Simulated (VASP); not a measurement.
# MgI2 (P-3m1) in VASP: notebook

The runs below take MgI2 through single point, relaxation of shape and atoms at fixed volume, with PBE+D3(BJ).

Program: VASP 6.6.1. These are calculated values, not measurements. Logs are shortened: lines on timing, memory, paths and dates and some standing lists are left out, and cuts for length are marked.

### 1 The cell of the first run

Symmetry: P-3m1, No. 164, trigonal system. Conventional cell: a = 4.066 Å, b = 4.066 Å, c = 6.622 Å, α = 90.00°, β = 90.00°, γ = 120.00°. Within 3.8 Å of Mg (site symmetry -3m) lie 6 I at 2.89 Å. I (site symmetry 3m) has 3 Mg at 2.89 Å within 3.8 Å.

### 2 Single point, PBE+D3(BJ) (volume scaled by 0.94, then relaxed in part)

The input, INCAR:

```
SYSTEM = MgI2
ALGO     = Normal         ! electronic algorithm
EDIFF    = 1E-7           ! SCF threshold, eV
ENCUT    = 520            ! plane-wave cutoff, eV
GGA      = PE             ! functional
ISIF     = 2              ! what is computed and relaxed
ISMEAR   = 0              ! smearing method
IVDW     = 12             ! dispersion correction
LASPH    = .True.         ! aspherical terms in the spheres
LCHARG   = .True.         ! write CHGCAR
LELF     = .True.         ! ELF
LREAL    = .False.        ! projectors in reciprocal space
LVHAR    = .True.       
LWAVE    = .False.        ! write WAVECAR
NBANDS   = 15             ! bands
NELM     = 60             ! most SCF steps
PREC     = Accurate       ! precision mode
SIGMA    = 0.02           ! smearing width, eV
```

The input, KPOINTS:

```
k-points
0
Gamma
  6 6 4
  0 0 0
```

The input, POSCAR:

```
MgI2
1.0
    4.0659952071      0.0000000000      0.0000000000
   -2.0329976036      3.5212551410      0.0000000000
    0.0000000000      0.0000000000      6.6217669712
Mg I
1 2
Direct
    0.0000000000      0.0000000000      0.0000000000
    0.3333333333      0.6666666667      0.2533468970
    0.6666666667      0.3333333333      0.7466531030
```

Potentials or basis: VASP PAW PBE potentials, release 64 (Mg, I).

Command:

```
$ cat potpaw_PBE.64/Mg/POTCAR potpaw_PBE.64/I/POTCAR > POTCAR
$ mpirun -np 1 vasp_std > vasp.out
```

OUTCAR:

```text
SYSTEM = MgI2
   EDIFF = 1E-7
   ENCUT = 520
   GGA = PE
   ISIF = 2
   ISMEAR = 0
   IVDW = 12
   LASPH = .True.
   LREAL = .False.
   NELM = 60
   PREC = Accurate
 IVDW          = 12

 ion  position               nearest neighbor table
   1  0.000  0.000  0.000-   2 2.89   3 2.89   3 2.89   2 2.89   3 2.89   2 2.89
   2  0.333  0.667  0.253-   1 2.89   1 2.89   1 2.89
   3  0.667  0.333  0.747-   1 2.89   1 2.89   1 2.89

  LATTYP: Found a hexagonal cell.
 ALAT       =     4.0659952071
 C/A-ratio  =     1.6285722520

  Lattice vectors:

 A1 = (   4.0659952071,   0.0000000000,   0.0000000000)
 A2 = (  -2.0329976036,   3.5212551410,   0.0000000000)
 A3 = (   0.0000000000,   0.0000000000,   6.6217669712)

Analysis of symmetry for initial positions (statically):
=====================================================================
 Subroutine PRICEL returns:
 Original cell was already a primitive cell.

 Routine SETGRP: Setting up the symmetry group for a
 hexagonal supercell.

 Subroutine GETGRP returns: Found 12 space group operations
 (whereof 12 operations were pure point group operations)
 out of a pool of 24 trial point group operations.

The static configuration has the point symmetry D_3d.

Analysis of symmetry for dynamics (positions and initial velocities):
=====================================================================
 Subroutine PRICEL returns:
 Original cell was already a primitive cell.

 Routine SETGRP: Setting up the symmetry group for a
 hexagonal supercell.

 Subroutine GETGRP returns: Found 12 space group operations
 (whereof 12 operations were pure point group operations)
 out of a pool of 24 trial point group operations.

The dynamic configuration has the point symmetry D_3d.

 Subroutine INISYM returns: Found 12 space group operations
 (whereof 12 operations are pure point group operations),
 and found     1 'primitive' translations

----------------------------------------------------------------------------------------

                                     Primitive cell

  volume of cell :      94.8065

  direct lattice vectors                    reciprocal lattice vectors
     4.065995207  0.000000000  0.000000000     0.245942248  0.141994823  0.000000000
    -2.032997604  3.521255141  0.000000000     0.000000000  0.283989646  0.000000000
     0.000000000  0.000000000  6.621766971     0.000000000  0.000000000  0.151017093

  length of vectors
     4.065995207  4.065995207  6.621766971     0.283989646  0.283989646  0.151017093

  position of ions in fractional coordinates (direct lattice)
     0.000000000  0.000000000  0.000000000
     0.333333333  0.666666667  0.253346897
     0.666666667  0.333333333  0.746653103

  ion indices of the primitive-cell ions
   primitive index   ion index
                 1           1
                 2           2
                 3           3

----------------------------------------------------------------------------------------

 KPOINTS: k-points

Automatic generation of k-mesh.
 Grid dimensions read from file:
 generate k-points for:    6    6    4

 Generating k-lattice:

  Cartesian coordinates                     Fractional coordinates (reciprocal lattice)
     0.040990375  0.023665804  0.000000000     0.166666667  0.000000000  0.000000000
     0.000000000  0.047331608  0.000000000     0.000000000  0.166666667  0.000000000
     0.000000000  0.000000000  0.037754273     0.000000000  0.000000000  0.250000000

  Length of vectors
     0.047331608  0.047331608  0.037754273

  Shift w.r.t. Gamma in fractional coordinates (k-lattice)
     0.000000000  0.000000000  0.000000000

 Subroutine IBZKPT returns following result:
 ===========================================

 Found     24 irreducible k-points:

 Following reciprocal coordinates:
            Coordinates               Weight
  0.000000  0.000000  0.000000      1.000000
  0.166667  0.000000  0.000000      6.000000
  0.333333  0.000000  0.000000      6.000000
  0.500000  0.000000  0.000000      3.000000
  0.166667  0.166667  0.000000      6.000000
  0.333333  0.166667  0.000000     12.000000
[... 16 lines left out ...]
  0.333333  0.166667  0.500000     12.000000
  0.333333  0.333333  0.500000      2.000000
   k-points           NKPTS =     24   k-points in BZ     NKDIM =     24   number of bands    NBANDS=     15
   number of dos      NEDOS =    301   number of ions     NIONS =      3
   total plane-waves  NPLWV =  45000
   dimension x,y,z NGX =    30 NGY =   30 NGZ =   50
   dimension x,y,z NGXF=    60 NGYF=   60 NGZF=  100
   ions per type =               1   2
   NGX,Y,Z   is equivalent  to a cutoff of  12.27, 12.27, 12.55 a.u.
   NGXF,Y,Z  is equivalent  to a cutoff of  24.53, 24.53, 25.11 a.u.
 SYSTEM =  MgI2
   PREC   = accura    normal or accurate (medium, high low for compatibility)
   ISTART =      0    job   : 0-new  1-cont  2-samecut
   ICHARG =      2    charge: 1-file 2-atom 10-const
   ISPIN  =      1    spin polarized calculation?
   LNONCOLLINEAR =      F non collinear calculations
   LSORBIT =      F    spin-orbit coupling
   LASPH  =      T    aspherical Exc in radial PAW
   ENCUT  =  520.0 eV  38.22 Ry    6.18 a.u.   7.56  7.56 12.31*2*pi/ulx,y,z
   NELM   =     60;   NELMIN=  2; NELMDL= -5     # of ELM steps
   EDIFF  = 0.1E-06   stopping-criterion for ELM
   LREAL  =      F    real-space projection
   EDIFFG = 0.1E-05   stopping-criterion for IOM
   NSW    =      0    number of steps for IOM
   IBRION =     -1    ionic relax: 0-MD 1-quasi-New 2-CG
   NFREE  =      0    steps in history (QN), initial steepest desc. (CG)
   ISIF   =      2    stress and relaxation
   ISYM   =      2    0-nonsym 1-usesym 2-fastsym
   POTIM  = 0.5000    time-step for ionic-motion
   TEBEG  =    0.0;   TEEND  =   0.0 temperature during run
   PSTRESS=    0.0 pullay stress
   NELECT =      16.0000    total number of electrons
   NUPDOWN=      -1.0000    fix difference up-down
   EMIN   =  10.00;   EMAX   =-10.00  energy-range for DOS
   EFERMI =   0.00;   METHOD = LEGACY
   ISMEAR =     0;   SIGMA  =   0.02  broadening in eV -4-tet -1-fermi 0-gaus
   EFERMI_NEDOS =   21; number of points for ismear=-14 and -15
   IALGO  =     38    algorithm
   IMIX   =      4    mixing-type and parameters
     AMIX     =   0.40;   BMIX     =  1.00
     AMIX_MAG =   1.60;   BMIX_MAG =  1.00
  volume/ion in A,a.u.               =      31.60       213.26
  Fermi-wavevector in a.u.,A,eV,Ry     =   0.904695  1.709625 11.135996  0.818473
  Thomas-Fermi vector in A             =   2.028173
   LORBIT       =      0    0 simple, 1 ext, 2 COOP (PROOUT), +10 PAW based schemes
   GGA     = PE    functional components
   LHFCALC =     F    Hartree Fock is set to
   AEXX    =    0.0000 exact exchange contribution
   IVDW    =    12    specifies the selected vdW correction
   LEPSILON=     F    determine dielectric tensor
   LRPA    =     F    only Hartree local field effects (RPA)
 non-spin polarized calculation
 Gauss-broadening in eV      SIGMA  =   0.02
  energy-cutoff  :      520.00
  volume of cell :       94.81
 maximum number of plane-waves:      2570
   NGX = 15   NGY = 15   NGZ = 25

 number of electron      15.9999997 magnetization

 Free energy of the ion-electron system (eV)
  ---------------------------------------------------
  ext. energy  EPLUGINS =         0.00000000
  ---------------------------------------------------
  free energy    TOTEN  =        -7.59995549 eV

  energy without entropy =       -7.59995549  energy(sigma->0) =       -7.59995549

 E-fermi :   3.3203     XC(G=0):  -8.5850

 val. band max:        3.1729589169   @ k =   0.0000   0.0000   0.0000
 cond. band min:       6.6051798667   @ k =   0.5000   0.0000   0.2500
 fundamental gap:      3.4322209498
 Fermi energy:         3.3203125406

 k-point     1 :       0.0000    0.0000    0.0000
  band No.  band energies     occupation
      1      -9.2708      2.00000
      2      -8.4181      2.00000
      3      -0.8679      2.00000
      4       2.6137      2.00000
      5       2.6137      2.00000
      6       3.0644      2.00000
      7       3.0644      2.00000
      8       3.1730      2.00000
      9       6.9738      0.00000
     10       7.8928      0.00000
     11       9.9111      0.00000
     12       9.9111      0.00000
     13      10.5382      0.00000
     14      11.3033      0.00000
     15      11.3033      0.00000

 k-point     2 :       0.1667    0.0000    0.0000
  band No.  band energies     occupation
      1      -9.1084      2.00000
      2      -8.3351      2.00000
      3      -0.6352      2.00000
      4       1.5284      2.00000
      5       2.0955      2.00000
      6       2.2722      2.00000
      7       2.9988      2.00000
      8       3.0337      2.00000
      9       7.8793      0.00000
     10       8.5408      0.00000
     11       9.3720      0.00000
     12      10.2463      0.00000
     13      10.2573      0.00000
     14      11.0094      0.00000
     15      11.6561      0.00000

 k-point     3 :       0.3333    0.0000    0.0000
  band No.  band energies     occupation
      1      -8.7148      2.00000
      2      -8.1902      2.00000
      3      -0.2856      2.00000
      4       0.2335      2.00000
      5       0.8462      2.00000
      6       1.7893      2.00000
      7       2.5288      2.00000
      8       2.7596      2.00000
      9       7.1986      0.00000
     10       8.5741      0.00000
     11       8.8112      0.00000
     12      10.1092      0.00000
     13      10.7696      0.00000
     14      12.0681      0.00000
     15      12.4588      0.00000

 k-point     4 :       0.5000    0.0000    0.0000
  band No.  band energies     occupation
      1      -8.4327      2.00000
      2      -8.1741      2.00000
      3      -0.7527      2.00000
      4       0.0944      2.00000
      5       0.8797      2.00000
      6       1.5931      2.00000
      7       1.9711      2.00000
      8       2.6320      2.00000
      9       6.7644      0.00000
     10       8.3693      0.00000
     11       8.3923      0.00000
     12       9.9239      0.00000
     13      11.2095      0.00000
     14      12.7913      0.00000
     15      13.2591      0.00000
[... 307 lines left out ...]
 k-point    22 :       0.1667    0.1667    0.5000
  band No.  band energies     occupation
      1      -8.6252      2.00000
      2      -8.4572      2.00000
      3      -0.0933      2.00000
      4       0.4726      2.00000
      5       1.5514      2.00000
      6       1.8314      2.00000
      7       2.2900      2.00000
      8       2.3345      2.00000
      9       7.7774      0.00000
     10       9.0031      0.00000
     11       9.8198      0.00000
     12      10.0543      0.00000
     13      10.4560      0.00000
     14      10.6566      0.00000
     15      11.8363      0.00000

 k-point    23 :       0.3333    0.1667    0.5000
  band No.  band energies     occupation
      1      -8.3415      2.00000
      2      -8.2682      2.00000
      3      -0.5958      2.00000
      4      -0.2024      2.00000
      5       1.0162      2.00000
      6       1.3214      2.00000
      7       2.3662      2.00000
      8       2.4261      2.00000
      9       7.4287      0.00000
     10       8.5318      0.00000
     11       9.2435      0.00000
     12       9.9652      0.00000
     13      10.2920      0.00000
     14      11.2364      0.00000
     15      12.5291      0.00000

 k-point    24 :       0.3333    0.3333    0.5000
  band No.  band energies     occupation
      1      -8.2221      2.00000
      2      -8.2221      2.00000
      3      -0.2247      2.00000
      4       0.0110      2.00000
      5       0.0110      2.00000
      6       0.5584      2.00000
      7       2.5286      2.00000
      8       2.5286      2.00000
      9       8.0483      0.00000
     10       8.6636      0.00000
     11       8.6636      0.00000
     12      10.2410      0.00000
     13      11.5763      0.00000
     14      11.8908      0.00000
     15      12.0927      0.00000

------------------------ aborting loop because EDIFF is reached ----------------------------------------

 Edisp (eV)   -1.00632

 E8    (eV) :    -0.4502

  FORCE on cell =-STRESS in cart. coord.  units (eV):
  Direction    XX          YY          ZZ          XY          YZ          ZX
  --------------------------------------------------------------------------------------
  -------------------------------------------------------------------------------------
  Total       0.73327     0.73327     0.67232    -0.00000     0.00000     0.00000
  in kB      12.39185    12.39185    11.36183    -0.00000     0.00000     0.00000
  external pressure =       12.05 kB  Pullay stress =        0.00 kB

 VOLUME and BASIS-vectors are now :
 -----------------------------------------------------------------------------
  energy-cutoff  :      520.00
  volume of cell :       94.81
      direct lattice vectors                 reciprocal lattice vectors
     4.065995207  0.000000000  0.000000000     0.245942248  0.141994823  0.000000000
    -2.032997604  3.521255141  0.000000000     0.000000000  0.283989646  0.000000000
     0.000000000  0.000000000  6.621766971     0.000000000  0.000000000  0.151017093

 POSITION                                       TOTAL-FORCE (eV/Angst)
 -----------------------------------------------------------------------------------
      0.00000      0.00000      0.00000        -0.000000      0.000000      0.000000
     -0.00000      2.34750      1.67760        -0.000000      0.000000     -0.007555
      2.03300      1.17375      4.94416         0.000000      0.000000      0.007555
 -----------------------------------------------------------------------------------
    total drift:                               -0.000000      0.000000      0.000000

  FREE ENERGIE OF THE ION-ELECTRON SYSTEM (eV)
  ---------------------------------------------------
  free  energy   TOTEN  =        -8.6062790345 eV

  energy  without entropy=       -8.6062790345  energy(sigma->0) =       -8.60627903
```

Wall time 20 s (1 thread of AMD EPYC 9R14 (Zen 4), shared host); peak memory 0.19 GiB.

Results:

```yaml
Free_energy: -8.6063 eV
Pressure: 1.2 GPa
Largest_force: 0.008 eV/Å
Band_gap_on_the_k_mesh: 3.43 eV, indirect (least direct gap 3.80 eV)
Dispersion_energy_per_atom: -0.335 eV
```

Forces on the atoms (eV/Å):
```
Mg   0.000  0.000  0.000
I    0.000  0.000 -0.008
I    0.000  0.000  0.008
```

Caveat: the cell differs from its parent crystal (volume scaled by 0.94, then relaxed in part); spin-orbit coupling is left out, which moves the levels of the heavy elements.

### 3 Single point, PBE+D3(BJ)

This run uses another cell than the first one, of 33.62 Å³/atom, 1.064 times its volume.

The input, INCAR:

```
  ALGO = Normal
  EDIFF = 1E-6
  ENCUT = 520
  GGA = PE
  ISIF = 2
  ISMEAR = 0
  IVDW = 12
  LASPH = True
  LCHARG = False
  LREAL = False
  LWAVE = False
  NBANDS = 15
  NELM = 80
  PREC = Accurate
  SIGMA = 0.02
```

The input, KPOINTS:

```
k-points
0
Gamma
  6 6 4
```

The input, POSCAR:

```
MgI2
1.0
    4.1273271356      0.0000000000      0.0000000000
   -2.0636635678      3.5743701491      0.0000000000
    0.0000000000      0.0000000000      6.8366284634
Mg I
1 2
Direct
    0.0000000000      0.0000000000      0.0000000000
    0.3333333333      0.6666666667      0.2451556323
    0.6666666667      0.3333333333      0.7548443677
```

Potentials or basis: VASP PAW PBE potentials, release 64 (Mg, I).

Command:

```
$ cat potpaw_PBE.64/Mg/POTCAR potpaw_PBE.64/I/POTCAR > POTCAR
$ mpirun -np 1 vasp_std > vasp.out
```

Run time: 20 s. Hardware: 1 thread of AMD EPYC 9R14 (Zen 4), shared host; peak memory 0.21 GiB.

It converged, with:

| Quantity | Value |
| --- | --- |
| Free energy | -8.6261 eV |
| Pressure | -0.1 GPa |
| Largest force | 0.007 eV/Å |
| Band gap on the k mesh | 3.52 eV, indirect (least direct gap 3.74 eV) |
| Dispersion energy per atom | -0.315 eV |

Forces in eV/Å, atoms in the order of the input:
```
Mg   0.000  0.000  0.000
I    0.000  0.000 -0.007
I    0.000  0.000  0.007
```

Levels at points of the mesh, in eV from the valence-band top:
```csv
k point,band 4,band 5,band 6,band 7,band 8,band 9,band 10,band 11,band 12,band 13
"(0.00, 0.00, 0.00)",-0.44,-0.44,-0.05,-0.05,0.00,3.74,4.80,6.74,6.74,7.44
"(0.50, 0.00, 0.00)",-2.86,-1.94,-1.39,-0.96,-0.45,3.65,5.32,5.45,6.93,7.97
"(0.00, 0.00, 0.50)",-1.54,-0.33,-0.33,-0.16,-0.16,4.73,4.90,6.55,6.55,7.82
"(0.50, 0.00, 0.50)",-3.27,-1.20,-1.15,-0.84,-0.72,3.54,5.17,5.63,6.02,7.74
```

Caveat: spin-orbit coupling is left out, which moves the levels of the heavy elements.

### 4 Single point, PBE+D3(BJ)

This run uses another cell than the first one, of 34.04 Å³/atom, 1.077 times its volume.

The input, INCAR:

```
SYSTEM = MgI2
ALGO = Normal
EDIFF = 1E-6
ENCUT = 520
GGA = PE
ISIF = 2
ISMEAR = 0
IVDW = 12
LASPH = .True.
LCHARG = .True.
LELF = .True.
LREAL = .False.
LVHAR = .True.
LWAVE = .False.
NBANDS = 15
NELM = 100
PREC = Accurate
SIGMA = 0.02
```

The input, KPOINTS:

```
k-points
0
Gamma
  6 6 4
  0 0 0
```

The input, POSCAR:

```
MgI2
1.0
    4.1400000000      0.0000000000      0.0000000000
   -2.0700000000      3.5853451717      0.0000000000
    0.0000000000      0.0000000000      6.8800000000
Mg I
1 2
Direct
    0.0000000000      0.0000000000      0.0000000000
    0.3333333333      0.6666666667      0.2434381835
    0.6666666667      0.3333333333      0.7565618165
```

Command:

```
$ cat potpaw_PBE.64/Mg/POTCAR potpaw_PBE.64/I/POTCAR > POTCAR
$ mpirun -np 1 vasp_std > vasp.out
```

Wall time 22 s (1 thread of AMD EPYC 9R14 (Zen 4), shared host); peak memory 0.21 GiB.

Results (log left out):

* Free energy: -8.6249 eV
* Pressure: -0.3 GPa
* Largest force: 0.009 eV/Å
* Band gap on the k mesh: 3.53 eV, indirect (least direct gap 3.73 eV)
* Dispersion energy per atom: -0.311 eV

Forces in eV/Å, atoms in the order of the input:
```
Mg   0.000  0.000  0.000
I    0.000  0.000 -0.009
I    0.000  0.000  0.009
```

Stress tensor (GPa, compression positive):
```
-0.32  0.00  0.00
 0.00 -0.32  0.00
 0.00  0.00 -0.24
```

Levels at points of the mesh, in eV from the valence-band top:
| k point | band 5 | band 6 | band 7 | band 8 | band 9 | band 10 | band 11 | band 12 |
| --- | --- | --- | --- | --- | --- | --- | --- | --- |
| (0.00, 0.00, 0.00) | -0.42 | -0.04 | -0.04 | 0.00 | 3.73 | 4.81 | 6.74 | 6.74 |
| (0.50, 0.00, 0.00) | -1.87 | -1.36 | -0.91 | -0.44 | 3.65 | 5.33 | 5.49 | 6.96 |
| (0.00, 0.00, 0.50) | -0.32 | -0.32 | -0.15 | -0.15 | 4.70 | 4.89 | 6.55 | 6.55 |
| (0.50, 0.00, 0.50) | -1.18 | -1.13 | -0.80 | -0.68 | 3.55 | 5.20 | 5.66 | 6.06 |

Caveat: spin-orbit coupling is left out, which moves the levels of the heavy elements.

(Continued in part 2 of 2.)
